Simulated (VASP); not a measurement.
# C (C2/m) in VASP: a series of runs, part 3 of 3

VASP 6.6.1. The steps go on from the part before.

**6. Single point, PBE+D3(BJ) (atoms displaced along a vibrational mode)**

INCAR reads:

```
SYSTEM = C
PREC = Accurate ; ENCUT = 520
EDIFF = 1E-6 ; ISMEAR = 0
SIGMA = 0.05 ; LREAL = .False.
LASPH = .True. ; NELM = 80
ALGO = Normal ; ISIF = 2
LWAVE = .False. ; LCHARG = .False.
GGA = PE ; IVDW = 12
NBANDS = 11
```

KPOINTS reads:

```
regular mesh
0
Gamma
  15 15 15
  0 0 0
```

POSCAR reads:

```
C
1.0
    1.2324809262      0.7115731945      3.3609366220
   -1.2324809262      0.7115731945      3.3609366220
    0.0000000000     -1.4231463891      3.3609366220
C
2
Direct
    0.1747851087      0.1747851087      0.1431650306
    0.8252148913      0.8252148913      0.8568349694
```

Potentials or basis: VASP PAW PBE potentials, release 64 (C).

Command:

```console
$ cat potpaw_PBE.64/C/POTCAR > POTCAR
$ mpirun -np 1 vasp_std > vasp.out
```

OUTCAR:

```text
SYSTEM = C
   PREC = Accurate
   ENCUT = 520
   EDIFF = 1E-6
   ISMEAR = 0
   LREAL = .False.
   LASPH = .True.
   NELM = 80
   ISIF = 2
   GGA = PE
   IVDW = 12
 IVDW          = 12

 ion  position               nearest neighbor table
   1  0.175  0.175  0.143-   2 1.38   2 1.38   2 1.51
   2  0.825  0.825  0.857-   1 1.38   1 1.38   1 1.51

  LATTYP: Found a trigonal (rhomboedric) cell.
 ALAT       =     3.6498274783
 COS(alpha) =     0.7719417768

  Lattice vectors:

 A1 = (   1.2324809262,   0.7115731945,   3.3609366220)
 A2 = (  -1.2324809262,   0.7115731945,   3.3609366220)
 A3 = (   0.0000000000,  -1.4231463891,   3.3609366220)

Analysis of symmetry for initial positions (statically):
=====================================================================
 Subroutine PRICEL returns:
 Original cell was already a primitive cell.

 Routine SETGRP: Setting up the symmetry group for a
 trigonal (rhombohedral) supercell.

 Subroutine GETGRP returns: Found  4 space group operations
 (whereof  4 operations were pure point group operations)
 out of a pool of 12 trial point group operations.

The static configuration has the point symmetry C_2h.

Analysis of symmetry for dynamics (positions and initial velocities):
=====================================================================
 Subroutine PRICEL returns:
 Original cell was already a primitive cell.

 Routine SETGRP: Setting up the symmetry group for a
 trigonal (rhombohedral) supercell.

 Subroutine GETGRP returns: Found  4 space group operations
 (whereof  4 operations were pure point group operations)
 out of a pool of 12 trial point group operations.

The dynamic configuration has the point symmetry C_2h.

 Subroutine INISYM returns: Found  4 space group operations
 (whereof  4 operations are pure point group operations),
 and found     1 'primitive' translations

----------------------------------------------------------------------------------------

                                     Primitive cell

  volume of cell :      17.6853

  direct lattice vectors                    reciprocal lattice vectors
     1.232480926  0.711573195  3.360936622     0.405685791  0.234222801  0.099178702
    -1.232480926  0.711573195  3.360936622    -0.405685791  0.234222801  0.099178702
     0.000000000 -1.423146389  3.360936622     0.000000000 -0.468445602  0.099178702

  length of vectors
     3.649827478  3.649827478  3.649827478     0.478829507  0.478829507  0.478829507

  position of ions in fractional coordinates (direct lattice)
     0.174785109  0.174785109  0.143165031
     0.825214891  0.825214891  0.856834969

  ion indices of the primitive-cell ions
   primitive index   ion index
                 1           1
                 2           2

----------------------------------------------------------------------------------------

 KPOINTS: regular mesh

Automatic generation of k-mesh.
 Grid dimensions read from file:
 generate k-points for:   15   15   15

 Generating k-lattice:

[... 21 lines left out ...]
  0.133333  0.000000  0.000000      4.000000
  0.000000  0.000000  0.133333      2.000000
  0.200000  0.000000  0.000000      4.000000
[... 16 lines left out ...]
  0.066667  0.000000  0.200000      4.000000
  0.266667  0.066667 -0.000000      4.000000
 [... further k-points ...]
   k-points           NKPTS =    904   k-points in BZ     NKDIM =    904   number of bands    NBANDS=     11
   number of dos      NEDOS =    301   number of ions     NIONS =      2
   total plane-waves  NPLWV =  21952
   dimension x,y,z NGX =    28 NGY =   28 NGZ =   28
   dimension x,y,z NGXF=    56 NGYF=   56 NGZF=   56
   ions per type =               2
   NGX,Y,Z   is equivalent  to a cutoff of  12.75, 12.75, 12.75 a.u.
   NGXF,Y,Z  is equivalent  to a cutoff of  25.51, 25.51, 25.51 a.u.
 SYSTEM =  C
   PREC   = accura    normal or accurate (medium, high low for compatibility)
   ISTART =      0    job   : 0-new  1-cont  2-samecut
   ICHARG =      2    charge: 1-file 2-atom 10-const
   ISPIN  =      1    spin polarized calculation?
   LNONCOLLINEAR =      F non collinear calculations
   LSORBIT =      F    spin-orbit coupling
   LASPH  =      T    aspherical Exc in radial PAW
   ENCUT  =  520.0 eV  38.22 Ry    6.18 a.u.   6.79  6.79  6.79*2*pi/ulx,y,z
   NELM   =     80;   NELMIN=  2; NELMDL= -5     # of ELM steps
   EDIFF  = 0.1E-05   stopping-criterion for ELM
   LREAL  =      F    real-space projection
   EDIFFG = 0.1E-04   stopping-criterion for IOM
   NSW    =      0    number of steps for IOM
   IBRION =     -1    ionic relax: 0-MD 1-quasi-New 2-CG
   NFREE  =      0    steps in history (QN), initial steepest desc. (CG)
   ISIF   =      2    stress and relaxation
   ISYM   =      2    0-nonsym 1-usesym 2-fastsym
   POTIM  = 0.5000    time-step for ionic-motion
   TEBEG  =    0.0;   TEEND  =   0.0 temperature during run
   PSTRESS=    0.0 pullay stress
   NELECT =       8.0000    total number of electrons
   NUPDOWN=      -1.0000    fix difference up-down
   EMIN   =  10.00;   EMAX   =-10.00  energy-range for DOS
   EFERMI =   0.00;   METHOD = LEGACY
   ISMEAR =     0;   SIGMA  =   0.05  broadening in eV -4-tet -1-fermi 0-gaus
   EFERMI_NEDOS =   21; number of points for ismear=-14 and -15
   IALGO  =     38    algorithm
   IMIX   =      4    mixing-type and parameters
     AMIX     =   0.40;   BMIX     =  1.00
     AMIX_MAG =   1.60;   BMIX_MAG =  1.00
  volume/ion in A,a.u.               =       8.84        59.67
  Fermi-wavevector in a.u.,A,eV,Ry     =   1.256708  2.374834 21.487884  1.579315
  Thomas-Fermi vector in A             =   2.390403
   LORBIT       =      0    0 simple, 1 ext, 2 COOP (PROOUT), +10 PAW based schemes
   GGA     = PE    functional components
   LHFCALC =     F    Hartree Fock is set to
   AEXX    =    0.0000 exact exchange contribution
   IVDW    =    12    specifies the selected vdW correction
   LEPSILON=     F    determine dielectric tensor
   LRPA    =     F    only Hartree local field effects (RPA)
 non-spin polarized calculation
 Gauss-broadening in eV      SIGMA  =   0.05
  energy-cutoff  :      520.00
  volume of cell :       17.69
 maximum number of plane-waves:       490
   NGX = 13   NGY = 13   NGZ = 13

 number of electron       8.0000000 magnetization

 Free energy of the ion-electron system (eV)
  ---------------------------------------------------
  ext. energy  EPLUGINS =         0.00000000
  ---------------------------------------------------
  free energy    TOTEN  =       -18.20308145 eV

  energy without entropy =      -18.20308145  energy(sigma->0) =      -18.20308145

 E-fermi :   4.6135     XC(G=0): -10.3081

 val. band max:        4.4317817247   @ k =  -0.2000   0.4000   0.0667
 cond. band min:       4.7911986339   @ k =   0.2000  -0.1333  -0.4667
 fundamental gap:      0.3594169092
 Fermi energy:         4.6135113363

 k-point     1 :       0.0000    0.0000    0.0000
  band No.  band energies     occupation
      1     -14.9971      2.00000
      2      -1.9141      2.00000
      3       0.3606      2.00000
      4       3.1013      2.00000
      5       8.8818      0.00000
      6      11.2565      0.00000
      7      14.8145      0.00000
      8      16.1096      0.00000
      9      17.3435      0.00000
     10      27.3002      0.00000
     11      30.1270      0.00000
[... 309 lines left out ...]
 k-point    24 :       0.2667    0.0667   -0.0000
  band No.  band energies     occupation
      1     -13.6046      2.00000
      2      -2.7707      2.00000
      3      -0.6371      2.00000
      4       0.0512      2.00000
      5      10.8706      0.00000
      6      12.3810      0.00000
      7      12.8782      0.00000
      8      17.3634      0.00000
      9      20.1896      0.00000
     10      23.8815      0.00000
     11      28.0547      0.00000

 [... further k-points ...]

------------------------ aborting loop because EDIFF is reached ----------------------------------------

 Edisp (eV)   -0.31228

 E8    (eV) :    -0.0885

  FORCE on cell =-STRESS in cart. coord.  units (eV):
  Direction    XX          YY          ZZ          XY          YZ          ZX
  --------------------------------------------------------------------------------------
  -------------------------------------------------------------------------------------
  Total       1.55830    -0.33668    -0.04165     0.00000     0.20912     0.00000
  in kB     141.17301   -30.50081    -3.77317     0.00000    18.94516     0.00000
  external pressure =       35.63 kB  Pullay stress =        0.00 kB

 VOLUME and BASIS-vectors are now :
 -----------------------------------------------------------------------------
  energy-cutoff  :      520.00
  volume of cell :       17.69
      direct lattice vectors                 reciprocal lattice vectors
     1.232480926  0.711573195  3.360936622     0.405685791  0.234222801  0.099178702
    -1.232480926  0.711573195  3.360936622    -0.405685791  0.234222801  0.099178702
     0.000000000 -1.423146389  3.360936622     0.000000000 -0.468445602  0.099178702

 POSITION                                       TOTAL-FORCE (eV/Angst)
 -----------------------------------------------------------------------------------
      0.00000      0.04500      1.65605         0.000000     -4.284637      0.753251
      0.00000     -0.04500      8.42676         0.000000      4.284637     -0.753251
 -----------------------------------------------------------------------------------
    total drift:                                0.000000     -0.000000      0.000000

  FREE ENERGIE OF THE ION-ELECTRON SYSTEM (eV)
  ---------------------------------------------------
  free  energy   TOTEN  =       -18.5153599738 eV

  energy  without entropy=      -18.5153599736  energy(sigma->0) =      -18.51535997
```

OSZICAR:

```text
N       E                     dE             d eps       ncg     rms          rms(c)
DAV:   1     0.609515937860E+01    0.60952E+01   -0.45671E+03 20443   0.664E+02
DAV:   2    -0.188273271961E+02   -0.24922E+02   -0.23713E+02 26035   0.131E+02
DAV:   3    -0.194171149824E+02   -0.58979E+00   -0.58842E+00 25152   0.169E+01
DAV:   4    -0.194193049886E+02   -0.21900E-02   -0.21899E-02 23210   0.126E+00
DAV:   5    -0.194193134453E+02   -0.84567E-05   -0.84566E-05 25394   0.717E-02    0.640E+00
DAV:   6    -0.184913331173E+02    0.92798E+00   -0.79435E-01 23301   0.522E+00    0.372E+00
DAV:   7    -0.181995464777E+02    0.29179E+00   -0.88501E-01 24035   0.556E+00    0.105E+00
DAV:   8    -0.182031870119E+02   -0.36405E-02   -0.20967E-02 22214   0.935E-01    0.113E-01
DAV:   9    -0.182030043763E+02    0.18264E-03   -0.59461E-04 24399   0.161E-01    0.548E-02
DAV:  10    -0.182030787904E+02   -0.74414E-04   -0.12132E-04 22453   0.787E-02    0.272E-02
DAV:  11    -0.182030811811E+02   -0.23907E-05   -0.82440E-06 24431   0.180E-02    0.304E-03
DAV:  12    -0.182030814516E+02   -0.27044E-06   -0.55171E-07 22427   0.585E-03
   1 F= -.18515360E+02 E0= -.18515360E+02  d E =-.221455E-09
```

Run time: 3.1 min. Hardware: 1 thread of Intel Xeon Platinum 8488C (Sapphire Rapids), shared host; peak memory 0.28 GiB.

What came out:

- Free energy: -18.5154 eV
- Pressure: 3.6 GPa
- Largest force: 4.350 eV/Å
- Dispersion energy per atom: -0.156 eV

Forces on the atoms (eV/Å):
```
C    0.000 -4.285  0.753
C    0.000  4.285 -0.753
```

Caveat: the cell differs from its parent crystal (atoms displaced along a vibrational mode); the cell stands under pressure; forces of over 1 eV/Å act on the atoms, so gaps and moduli don't describe the material at rest.

**7. The runs side by side**

```tsv
cell	pressure (GPa)	largest force (eV/Å)
as given, atomic positions A	0.8	1.56
as given, atomic positions B	1.5	5.01
as given, atomic positions C	0.8	3.67
as given, atomic positions D	0.3	2.19
as given, atomic positions E	3.6	4.35
```

Alike in all rows: task single point; level PBE+D3(BJ); potentials or basis VASP PAW PBE potentials, release 64 (C); no spin polarisation; k mesh 15 × 15 × 15; cutoff (eV) 520; smearing gaussian 0.05 eV.

Caveats: forces of over 1 eV/Å act on the atoms, so gaps and moduli don't describe the material at rest; the cell stands under pressure (at least some runs).

Absolute energies hang on the potentials; compare differences alone.
